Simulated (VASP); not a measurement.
# B4PdRu2 in VASP: further runs

The runs below take B4PdRu2 through single point, with PBE.

All numbers are computed with VASP 6.6.1; they aren't measurements. Logs are shortened: lines on timing, memory, paths and dates and some standing lists are left out, and cuts for length are marked.

## (1) The cell of the first run

The structure is trigonal, space group P3m1 (No. 156). Conventional cell: a = 2.894 Å, b = 2.894 Å, c = 9.610 Å, α = 90.00°, β = 90.00°, γ = 120.00°. Within 2.4 Å of B (site symmetry 3m) lie 3 B at 1.80 Å and 3 Ru at 2.26 Å. B (site symmetry 3m) has 3 B at 1.80 Å and 1 Ru at 2.18 Å and 3 Pd at 2.24 Å within 2.4 Å. B (site symmetry 3m) has 3 B at 1.84 Å and 4 Ru at 2.13 to 2.21 Å within 2.4 Å. Within 2.4 Å of B (site symmetry 3m) lie 3 B at 1.84 Å and 4 Ru at 2.10 to 2.21 Å. Ru (site symmetry 3m) has 8 B at 2.18 to 2.26 Å and 6 Ru at 2.89 Å within 2.9 Å. Ru (site symmetry 3m) has 4 B at 2.10 to 2.13 Å within 2.8 Å. Pd (site symmetry 3m) has 6 B at 2.24 to 2.72 Å and 6 Pd at 2.89 Å and 3 Ru at 2.92 Å within 3.0 Å.

## (2) Single point, PBE

Contents of INCAR:

```
SYSTEM = B4PdRu2
  ALGO = Normal
  EDIFF = 1E-6
  ENCUT = 520
  GGA = PE
  ISIF = 2
  ISMEAR = 0
  LASPH = .TRUE.
  LCHARG = .FALSE.
  LREAL = .FALSE.
  LWAVE = .FALSE.
  NBANDS = 34
  NELM = 80
  PREC = Accurate
  SIGMA = 0.1
```

Contents of KPOINTS:

```
k-points
0
G
  12 12 4
  0 0 0
```

Contents of POSCAR:

```
B4PdRu2
1.0
    2.8940849810      0.0000000000      0.0000000000
   -1.4470424905      2.5063511142      0.0000000000
    0.0000000000      0.0000000000      9.6098148195
B Ru Pd
4 2 1
Direct
    0.3333333333      0.6666666667      0.5423294079
    0.6666666667      0.3333333333      0.6106118679
    0.6666666667      0.3333333333      0.1531910176
    0.3333333333      0.6666666667      0.2331241321
    0.6666666667      0.3333333333      0.3833447863
    0.3333333333      0.6666666667      0.0150945250
    0.0000000000      0.0000000000      0.7653042633
```

Potentials or basis: VASP PAW PBE potentials, release 64 (B, Ru_pv, Pd).

Started as:

```console
$ cat potpaw_PBE.64/B/POTCAR potpaw_PBE.64/Ru_pv/POTCAR potpaw_PBE.64/Pd/POTCAR > POTCAR
$ mpirun -np 1 vasp_std > vasp.out
```

OUTCAR:

```text
SYSTEM = B4PdRu2
   EDIFF = 1E-6
   ENCUT = 520
   GGA = PE
   ISIF = 2
   ISMEAR = 0
   LASPH = .TRUE.
   LREAL = .FALSE.
   NELM = 80
   PREC = Accurate

 ion  position               nearest neighbor table
   1  0.333  0.667  0.542-   2 1.80   2 1.80   2 1.80   5 2.26   5 2.26   5 2.26   7 2.72   7 2.72
                             7 2.72
   2  0.667  0.333  0.611-   1 1.80   1 1.80   1 1.80   5 2.18   7 2.24   7 2.24   7 2.24
   3  0.667  0.333  0.153-   4 1.84   4 1.84   4 1.84   6 2.13   6 2.13   6 2.13   5 2.21
   4  0.333  0.667  0.233-   3 1.84   3 1.84   3 1.84   6 2.10   5 2.21   5 2.21   5 2.21
   5  0.667  0.333  0.383-   2 2.18   4 2.21   4 2.21   4 2.21   3 2.21   1 2.26   1 2.26   1 2.26

   6  0.333  0.667  0.015-   4 2.10   3 2.13   3 2.13   3 2.13   7 2.92   7 2.92   7 2.92
   7  0.000  0.000  0.765-   2 2.24   2 2.24   2 2.24   1 2.72   1 2.72   1 2.72   6 2.92   6 2.92
                             6 2.92

  LATTYP: Found a hexagonal cell.
 ALAT       =     2.8940849810
 C/A-ratio  =     3.3205019488

  Lattice vectors:

 A1 = (   2.8940849810,   0.0000000000,   0.0000000000)
 A2 = (  -1.4470424905,   2.5063511142,   0.0000000000)
 A3 = (   0.0000000000,   0.0000000000,   9.6098148195)

Analysis of symmetry for initial positions (statically):
=====================================================================
 Subroutine PRICEL returns:
 Original cell was already a primitive cell.

 Routine SETGRP: Setting up the symmetry group for a
 hexagonal supercell.

 Subroutine GETGRP returns: Found  6 space group operations
 (whereof  6 operations were pure point group operations)
 out of a pool of 24 trial point group operations.

The static configuration has the point symmetry C_3v.

Analysis of symmetry for dynamics (positions and initial velocities):
=====================================================================
 Subroutine PRICEL returns:
 Original cell was already a primitive cell.

 Routine SETGRP: Setting up the symmetry group for a
 hexagonal supercell.

 Subroutine GETGRP returns: Found  6 space group operations
 (whereof  6 operations were pure point group operations)
 out of a pool of 24 trial point group operations.

The dynamic configuration has the point symmetry C_3v.

 Subroutine INISYM returns: Found  6 space group operations
 (whereof  6 operations are pure point group operations),
 and found     1 'primitive' translations

----------------------------------------------------------------------------------------

                                     Primitive cell

  volume of cell :      69.7057

  direct lattice vectors                    reciprocal lattice vectors
     2.894084981  0.000000000  0.000000000     0.345532355  0.199493198  0.000000000
    -1.447042490  2.506351114  0.000000000     0.000000000  0.398986397  0.000000000
     0.000000000  0.000000000  9.609814820     0.000000000  0.000000000  0.104060278

  length of vectors
     2.894084981  2.894084981  9.609814820     0.398986397  0.398986397  0.104060278

  position of ions in fractional coordinates (direct lattice)
     0.333333333  0.666666667  0.542329408
     0.666666667  0.333333333  0.610611868
     0.666666667  0.333333333  0.153191018
     0.333333333  0.666666667  0.233124132
     0.666666667  0.333333333  0.383344786
     0.333333333  0.666666667  0.015094525
     0.000000000  0.000000000  0.765304263

  ion indices of the primitive-cell ions
   primitive index   ion index
                 1           1
                 2           2
                 3           3
                 4           4
                 5           5
                 6           6
                 7           7

----------------------------------------------------------------------------------------

 KPOINTS: k-points

Automatic generation of k-mesh.
 Grid dimensions read from file:
 generate k-points for:   12   12    4

 Generating k-lattice:

  Cartesian coordinates                     Fractional coordinates (reciprocal lattice)
     0.028794363  0.016624433  0.000000000     0.083333333  0.000000000  0.000000000
     0.000000000  0.033248866  0.000000000     0.000000000  0.083333333  0.000000000
     0.000000000  0.000000000  0.026015069     0.000000000  0.000000000  0.250000000

  Length of vectors
     0.033248866  0.033248866  0.026015069

  Shift w.r.t. Gamma in fractional coordinates (k-lattice)
     0.000000000  0.000000000  0.000000000

 Subroutine IBZKPT returns following result:
 ===========================================

 Found     69 irreducible k-points:

 Following reciprocal coordinates:
            Coordinates               Weight
  0.000000  0.000000  0.000000      1.000000
  0.083333  0.000000  0.000000      6.000000
  0.166667  0.000000  0.000000      6.000000
  0.250000 -0.000000  0.000000      6.000000
  0.333333  0.000000  0.000000      6.000000
  0.416667  0.000000  0.000000      6.000000
[... 16 lines left out ...]
  0.166667  0.000000  0.250000      6.000000
  0.000000  0.166667  0.250000      6.000000
 [... further k-points ...]
   k-points           NKPTS =     69   k-points in BZ     NKDIM =     69   number of bands    NBANDS=     34
   number of dos      NEDOS =    301   number of ions     NIONS =      7
   total plane-waves  NPLWV =  41472
   dimension x,y,z NGX =    24 NGY =   24 NGZ =   72
   dimension x,y,z NGXF=    48 NGYF=   48 NGZF=  144
   ions per type =               4   2   1
   NGX,Y,Z   is equivalent  to a cutoff of  13.79, 13.79, 12.46 a.u.
   NGXF,Y,Z  is equivalent  to a cutoff of  27.57, 27.57, 24.91 a.u.
 SYSTEM =  B4PdRu2
   PREC   = accura    normal or accurate (medium, high low for compatibility)
   ISTART =      0    job   : 0-new  1-cont  2-samecut
   ICHARG =      2    charge: 1-file 2-atom 10-const
   ISPIN  =      1    spin polarized calculation?
   LNONCOLLINEAR =      F non collinear calculations
   LSORBIT =      F    spin-orbit coupling
   LASPH  =      T    aspherical Exc in radial PAW
   ENCUT  =  520.0 eV  38.22 Ry    6.18 a.u.   5.38  5.38 17.87*2*pi/ulx,y,z
   NELM   =     80;   NELMIN=  2; NELMDL= -5     # of ELM steps
   EDIFF  = 0.1E-05   stopping-criterion for ELM
   LREAL  =      F    real-space projection
   EDIFFG = 0.1E-04   stopping-criterion for IOM
   NSW    =      0    number of steps for IOM
   IBRION =     -1    ionic relax: 0-MD 1-quasi-New 2-CG
   NFREE  =      0    steps in history (QN), initial steepest desc. (CG)
   ISIF   =      2    stress and relaxation
   ISYM   =      2    0-nonsym 1-usesym 2-fastsym
   POTIM  = 0.5000    time-step for ionic-motion
   TEBEG  =    0.0;   TEEND  =   0.0 temperature during run
   PSTRESS=    0.0 pullay stress
   NELECT =      50.0000    total number of electrons
   NUPDOWN=      -1.0000    fix difference up-down
   EMIN   =  10.00;   EMAX   =-10.00  energy-range for DOS
   EFERMI =   0.00;   METHOD = LEGACY
   ISMEAR =     0;   SIGMA  =   0.10  broadening in eV -4-tet -1-fermi 0-gaus
   EFERMI_NEDOS =   21; number of points for ismear=-14 and -15
   IALGO  =     38    algorithm
   IMIX   =      4    mixing-type and parameters
     AMIX     =   0.40;   BMIX     =  1.00
     AMIX_MAG =   1.60;   BMIX_MAG =  1.00
  volume/ion in A,a.u.               =       9.96        67.20
  Fermi-wavevector in a.u.,A,eV,Ry     =   1.465465  2.769327 29.219701  2.147587
  Thomas-Fermi vector in A             =   2.581319
   LORBIT       =      0    0 simple, 1 ext, 2 COOP (PROOUT), +10 PAW based schemes
   GGA     = PE    functional components
   LHFCALC =     F    Hartree Fock is set to
   AEXX    =    0.0000 exact exchange contribution
   IVDW    =     0    specifies the selected vdW correction
   LEPSILON=     F    determine dielectric tensor
   LRPA    =     F    only Hartree local field effects (RPA)
 non-spin polarized calculation
 Gauss-broadening in eV      SIGMA  =   0.10
  energy-cutoff  :      520.00
  volume of cell :       69.71
 maximum number of plane-waves:      1919
 NGX is ok and might be reduce to    24
   NGX = 11   NGY = 11   NGZ = 35

 number of electron      50.0000003 magnetization

 Free energy of the ion-electron system (eV)
  ---------------------------------------------------
  ext. energy  EPLUGINS =         0.00000000
  ---------------------------------------------------
  free energy    TOTEN  =       -51.20078979 eV

  energy without entropy =      -51.18631224  energy(sigma->0) =      -51.19355101

 E-fermi :   9.9928     XC(G=0): -13.0645

 val. band max:        9.9868263680   @ k =   0.5000  -0.0000   0.0000
 cond. band min:       9.9929712350   @ k =   0.4167   0.0000   0.5000
 fundamental gap:      0.0061448670
 Fermi energy:         9.9928033591

 k-point     1 :       0.0000    0.0000    0.0000
  band No.  band energies     occupation
      1     -33.8592      2.00000
      2     -33.2332      2.00000
      3     -33.2332      2.00000
      4     -33.0611      2.00000
      5     -32.6166      2.00000
      6     -32.6166      2.00000
[... 26 lines left out ...]
     33      17.1814      0.00000
     34      17.1814      0.00000

 k-point     2 :       0.0833    0.0000    0.0000
  band No.  band energies     occupation
      1     -33.8550      2.00000
      2     -33.2604      2.00000
      3     -33.2397      2.00000
      4     -33.0573      2.00000
      5     -32.6433      2.00000
      6     -32.6230      2.00000
[... 26 lines left out ...]
     33      17.1562      0.00000
     34      17.5643      0.00000

 k-point     3 :       0.1667    0.0000    0.0000
  band No.  band energies     occupation
      1     -33.8437      2.00000
      2     -33.3343      2.00000
      3     -33.2573      2.00000
      4     -33.0468      2.00000
      5     -32.7159      2.00000
      6     -32.6404      2.00000
[... 26 lines left out ...]
     33      17.0604      0.00000
     34      18.0136      0.00000
[... 704 lines left out ...]
 k-point    23 :       0.1667    0.0000    0.2500
  band No.  band energies     occupation
      1     -33.8437      2.00000
      2     -33.3343      2.00000
      3     -33.2573      2.00000
      4     -33.0468      2.00000
      5     -32.7160      2.00000
      6     -32.6404      2.00000
[... 26 lines left out ...]
     33      17.1042      0.00000
     34      17.9144      0.00000

 k-point    24 :       0.0000    0.1667    0.2500
  band No.  band energies     occupation
      1     -33.8437      2.00000
      2     -33.3343      2.00000
      3     -33.2573      2.00000
      4     -33.0468      2.00000
      5     -32.7160      2.00000
      6     -32.6404      2.00000
[... 26 lines left out ...]
     33      17.1141      0.00000
     34      18.0079      0.00000

 [... further k-points ...]
[... 5 lines left out ...]
  --------------------------------------------------------------------------------------
  -------------------------------------------------------------------------------------
  Total        0.0035086      0.0035086      0.0270609      0.0000000      0.0000000     -0.0000000
  in kB        0.0806458      0.0806458      0.6219914      0.0000000      0.0000000     -0.0000000
  external PRESSURE =       0.2610943 kB  Pullay stress =       0.0000000 kB

 VOLUME and BASIS-vectors are now :
 -----------------------------------------------------------------------------
  energy-cutoff  :      520.00
  volume of cell :       69.71
      direct lattice vectors                 reciprocal lattice vectors
     2.894084981  0.000000000  0.000000000     0.345532355  0.199493198  0.000000000
    -1.447042490  2.506351114  0.000000000     0.000000000  0.398986397  0.000000000
     0.000000000  0.000000000  9.609814820     0.000000000  0.000000000  0.104060278

 POSITION                                       TOTAL-FORCE (eV/Angst)
 -----------------------------------------------------------------------------------
     -0.00000      1.67090      5.21169         0.000000     -0.000000      0.008048
      1.44704      0.83545      5.86787         0.000000      0.000000     -0.010158
      1.44704      0.83545      1.47214         0.000000     -0.000000      0.014791
     -0.00000      1.67090      2.24028        -0.000000     -0.000000      0.013547
      1.44704      0.83545      3.68387        -0.000000     -0.000000     -0.000966
     -0.00000      1.67090      0.14506        -0.000000      0.000000     -0.035140
      0.00000      0.00000      7.35443         0.000000     -0.000000      0.009879
 -----------------------------------------------------------------------------------
    total drift:                                0.000000     -0.000000      0.000103

  FREE ENERGIE OF THE ION-ELECTRON SYSTEM (eV)
  ---------------------------------------------------
  free  energy   TOTEN  =       -51.2007897884 eV

  energy  without entropy=      -51.1863122371  energy(sigma->0) =      -51.19355101
```

Wall time 2.9 min (1 thread of Intel Xeon 6975P-C, shared host); peak memory 0.3 GiB.

What came out:

| Property | Result |
| --- | --- |
| Free energy | -51.2008 eV |
| Pressure | 0.0 GPa |
| Largest force | 0.035 eV/Å |
| Band gap on the k mesh | zero (band 25 reaches 10.69 eV, above the bottom of band 26 at 8.89 eV) |

Forces in eV/Å, atoms in the order of the input:
```
B    0.000  0.000  0.008
B    0.000  0.000 -0.010
B    0.000  0.000  0.015
B    0.000  0.000  0.014
Ru   0.000  0.000 -0.001
Ru   0.000  0.000 -0.035
Pd   0.000  0.000  0.010
```

## (3) Single point, PBE (volume scaled by 1.10, then relaxed in part)

Contents of INCAR:

```
SYSTEM = B4PdRu2
  PREC = Accurate
  ENCUT = 520
  EDIFF = 1E-6
  ISMEAR = 0
  SIGMA = 0.1
  LREAL = .FALSE.
  LASPH = .TRUE.
  NELM = 100
  ALGO = Normal
  ISIF = 2
  LWAVE = .FALSE.
  LCHARG = .FALSE.
  GGA = PE
  NBANDS = 34
```

Contents of KPOINTS:

```
Automatic mesh
0
G
  12 12 4
  0 0 0
```

Contents of POSCAR:

```
B4PdRu2
1.0
    2.9837181723      0.0000000000      0.0000000000
   -1.4918590862      2.5839757349      0.0000000000
    0.0000000000      0.0000000000      9.9452261733
B Ru Pd
4 2 1
Direct
    0.3333333333      0.6666666667      0.5392033244
    0.6666666667      0.3333333333      0.6056897127
    0.6666666667      0.3333333333      0.1572658107
    0.3333333333      0.6666666667      0.2364983914
    0.6666666667      0.3333333333      0.3829818702
    0.3333333333      0.6666666667      0.0252760244
    0.0000000000      0.0000000000      0.7560848664
```

Potentials or basis: VASP PAW PBE potentials, release 64 (B, Ru_pv, Pd).

Started as:

```console
$ cat potpaw_PBE.64/B/POTCAR potpaw_PBE.64/Ru_pv/POTCAR potpaw_PBE.64/Pd/POTCAR > POTCAR
$ mpirun -np 1 vasp_std > vasp.out
```

OUTCAR:

```text
SYSTEM = B4PdRu2
   PREC = Accurate
   ENCUT = 520
   EDIFF = 1E-6
   ISMEAR = 0
   LREAL = .FALSE.
   LASPH = .TRUE.
   NELM = 100
   ISIF = 2
   GGA = PE

 ion  position               nearest neighbor table
   1  0.333  0.667  0.539-   2 1.85   2 1.85   2 1.85   5 2.32   5 2.32   5 2.32   7 2.76   7 2.76
                             7 2.76
   2  0.667  0.333  0.606-   1 1.85   1 1.85   1 1.85   5 2.21   7 2.28   7 2.28   7 2.28
   3  0.667  0.333  0.157-   4 1.89   4 1.89   4 1.89   6 2.17   6 2.17   6 2.17   5 2.24
   4  0.333  0.667  0.236-   3 1.89   3 1.89   3 1.89   6 2.10   5 2.26   5 2.26   5 2.26
   5  0.667  0.333  0.383-   2 2.21   3 2.24   4 2.26   4 2.26   4 2.26   1 2.32   1 2.32   1 2.32

   6  0.333  0.667  0.025-   4 2.10   3 2.17   3 2.17   3 2.17   7 3.18   7 3.18   7 3.18
[... 1103 lines left out ...]
  external PRESSURE =    -163.8806413 kB  Pullay stress =       0.0000000 kB

 VOLUME and BASIS-vectors are now :
 -----------------------------------------------------------------------------
  energy-cutoff  :      520.00
  volume of cell :       76.68
      direct lattice vectors                 reciprocal lattice vectors
     2.983718172  0.000000000  0.000000000     0.335152297  0.193500269  0.000000000
    -1.491859086  2.583975735  0.000000000     0.000000000  0.387000538  0.000000000
     0.000000000  0.000000000  9.945226173     0.000000000  0.000000000  0.100550755

 POSITION                                       TOTAL-FORCE (eV/Angst)
 -----------------------------------------------------------------------------------
     -0.00000      1.72265      5.36250        -0.000000      0.000000      0.007756
      1.49186      0.86133      6.02372         0.000000      0.000000     -0.012394
      1.49186      0.86133      1.56404        -0.000000     -0.000000      0.008503
     -0.00000      1.72265      2.35203        -0.000000     -0.000000      0.012592
      1.49186      0.86133      3.80884         0.000000     -0.000000     -0.003124
     -0.00000      1.72265      0.25138         0.000000     -0.000000     -0.017871
      0.00000      0.00000      7.51944        -0.000000      0.000000      0.004538
 -----------------------------------------------------------------------------------
    total drift:                               -0.000000     -0.000000      0.000373

  FREE ENERGIE OF THE ION-ELECTRON SYSTEM (eV)
  ---------------------------------------------------
  free  energy   TOTEN  =       -50.7977089212 eV

  energy  without entropy=      -50.7836663506  energy(sigma->0) =      -50.79068764
```

OSZICAR:

```text
N       E                     dE             d eps       ncg     rms          rms(c)
DAV:   1     0.420147582518E+03    0.42015E+03   -0.27701E+04  4764   0.148E+03
DAV:   2    -0.400425899277E+02   -0.46019E+03   -0.44201E+03  5020   0.410E+02
DAV:   3    -0.577386907570E+02   -0.17696E+02   -0.17155E+02  5636   0.786E+01
DAV:   4    -0.580364625810E+02   -0.29777E+00   -0.29684E+00  5600   0.951E+00
DAV:   5    -0.580432316253E+02   -0.67690E-02   -0.67651E-02  6110   0.136E+00    0.295E+01
DAV:   6    -0.540770575970E+02    0.39662E+01   -0.48695E+01  5488   0.493E+01    0.132E+01
DAV:   7    -0.519597158236E+02    0.21173E+01   -0.25271E+01  5462   0.376E+01    0.109E+01
DAV:   8    -0.510303612506E+02    0.92935E+00   -0.52415E+00  5504   0.177E+01    0.497E+00
DAV:   9    -0.509744701597E+02    0.55891E-01   -0.13527E+00  5442   0.978E+00    0.402E+00
DAV:  10    -0.508081214752E+02    0.16635E+00   -0.51162E-01  5458   0.680E+00    0.128E+00
DAV:  11    -0.507987464802E+02    0.93750E-02   -0.44564E-02  5558   0.181E+00    0.447E-01
DAV:  12    -0.507978812394E+02    0.86524E-03   -0.57759E-03  5498   0.587E-01    0.186E-01
DAV:  13    -0.507977045274E+02    0.17671E-03   -0.12100E-03  5532   0.253E-01    0.772E-02
DAV:  14    -0.507977115945E+02   -0.70671E-05   -0.23361E-04  5466   0.122E-01    0.231E-02
DAV:  15    -0.507977092625E+02    0.23320E-05   -0.32205E-05  5450   0.515E-02    0.112E-02
DAV:  16    -0.507977089212E+02    0.34129E-06   -0.33983E-06  4632   0.153E-02
   1 F= -.50797709E+02 E0= -.50790688E+02  d E =-.140426E-01
```

Run time: 3.3 min. Hardware: 1 thread of Intel Xeon 6975P-C, shared host; peak memory 0.32 GiB.

Results:

| Property | Result |
| --- | --- |
| Free energy | -50.7977 eV |
| Pressure | -16.4 GPa |
| Largest force | 0.018 eV/Å |
| Band gap on the k mesh | zero (band 25 reaches 9.21 eV, above the bottom of band 26 at 7.58 eV) |

Forces in eV/Å, atoms in the order of the input:
```
B    0.000  0.000  0.008
B    0.000  0.000 -0.012
B    0.000  0.000  0.009
B    0.000  0.000  0.013
Ru   0.000  0.000 -0.003
Ru   0.000  0.000 -0.018
Pd   0.000  0.000  0.005
```

(Part 1 of 2 ends here.)
